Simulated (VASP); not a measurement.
## Ti: single point with PBE

The system is Ti.

```xyz
1
Lattice="-1.6651 1.6614 1.5991 1.6804 -1.7051 1.6580 1.6045 1.6445 -1.6428" Properties=species:S:1:pos:R:3 pbc="T T T"
Ti    0.0349   -0.0129   -0.0109
```

```json
{"Program": "VASP 6.6.1", "Task": "single point", "Functional": "PBE", "Potentials or basis": "VASP PAW PBE potentials, release 64 (Ti_sv)", "Cutoff": "520 eV", "k mesh": "8 × 8 × 8", "Occupations": "fermi-dirac, width 0.1 eV", "Spin": "no spin polarisation", "Dipole correction": "no", "Further INCAR settings": "ALGO = Normal; EDIFF = 1e-06; NBANDS = 12"}
```

```
Pressure               : -2.3 GPa
Band gap on the k mesh : zero (band 6 reaches 8.76 eV, above the bottom of band 7 at 7.40 eV)
```

Stress tensor (GPa, compression positive):
```
-2.31  1.63 -0.54
 1.63 -2.17  1.22
-0.54  1.22 -2.55
```

Levels at points of the mesh, in eV from the Fermi level:
| k point | band 2 | band 3 | band 4 | band 5 | band 6 | band 7 | band 8 | band 9 | band 10 | band 11 |
| --- | --- | --- | --- | --- | --- | --- | --- | --- | --- | --- |
| (0.00, 0.00, 0.00) | -32.47 | -32.44 | -32.41 | -5.92 | 0.78 | 0.87 | 1.23 | 2.67 | 2.76 | 16.80 |
| (0.50, 0.00, 0.00) | -33.09 | -32.66 | -32.45 | -2.39 | -0.35 | 1.28 | 2.62 | 2.94 | 4.24 | 8.79 |
| (0.00, 0.50, 0.00) | -33.08 | -32.63 | -32.44 | -2.41 | -0.45 | 1.08 | 2.75 | 3.07 | 4.14 | 8.57 |
| (0.50, 0.50, 0.00) | -33.06 | -32.61 | -32.42 | -2.44 | -0.38 | 0.78 | 2.72 | 3.12 | 4.07 | 8.24 |
| (0.00, 0.00, 0.50) | -33.10 | -32.67 | -32.45 | -2.39 | -0.26 | 1.30 | 2.53 | 2.87 | 4.26 | 8.81 |
| (0.50, 0.00, 0.50) | -33.08 | -32.66 | -32.44 | -2.40 | -0.44 | 1.20 | 2.73 | 3.02 | 4.20 | 8.70 |
| (0.00, 0.50, 0.50) | -33.06 | -32.62 | -32.43 | -2.43 | -0.43 | 0.91 | 2.75 | 3.11 | 4.10 | 8.38 |
| (0.50, 0.50, 0.50) | -32.92 | -32.88 | -32.83 | -2.06 | -2.03 | 3.61 | 3.88 | 4.00 | 8.03 | 8.25 |

Run time: 29 s on 1 thread of Intel(R) Xeon(R) Platinum 8259CL CPU @ 2.50GHz (Skylake/Cascade Lake), with other jobs on the host, peak memory 0.18 GiB.
